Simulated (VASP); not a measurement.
Crystal: Al2GaP3.

```
CELL_PARAMETERS angstrom
3.86831 0.00000 0.00000
-1.93415 3.35005 0.00000
0.00000 0.00000 9.47384
ATOMIC_POSITIONS crystal
Al 0.00000 0.00000 0.00019
Al 0.66667 0.33333 0.66612
Ga 0.33333 0.66667 0.33351
P 0.66667 0.33333 0.91675
P 0.33333 0.66667 0.58324
P 0.00000 0.00000 0.25018
```

Base run:

* Program: VASP 6.6.1
* Functional: r2SCAN
* Potentials or basis: VASP PAW PBE potentials, release 64 (Al, Ga_d, P)
* Cutoff: 520 eV
* k mesh: 6 × 6 × 2
* Occupations: gaussian, width 0.01 eV
* Spin: no spin polarisation

Its results: band gap on the k mesh 1.88 eV, indirect (least direct gap 2.52 eV); pressure -0.2 GPa; largest force 0.028 eV/Å.

The run is repeated on the same cell with these changes: functional from r2SCAN to PBE; k mesh from 6 × 6 × 2 to 12 × 12 × 4. What comes out?

Band gap on the k mesh 1.57 eV, indirect (least direct gap 2.09 eV); pressure 1.6 GPa; largest force 0.068 eV/Å.

Several settings changed at once, so the effect can't be laid on one alone.

Caveats: the PAW data sets were made with another functional, which shifts forces and pressure a little (some runs).

A k mesh can miss the band edges.
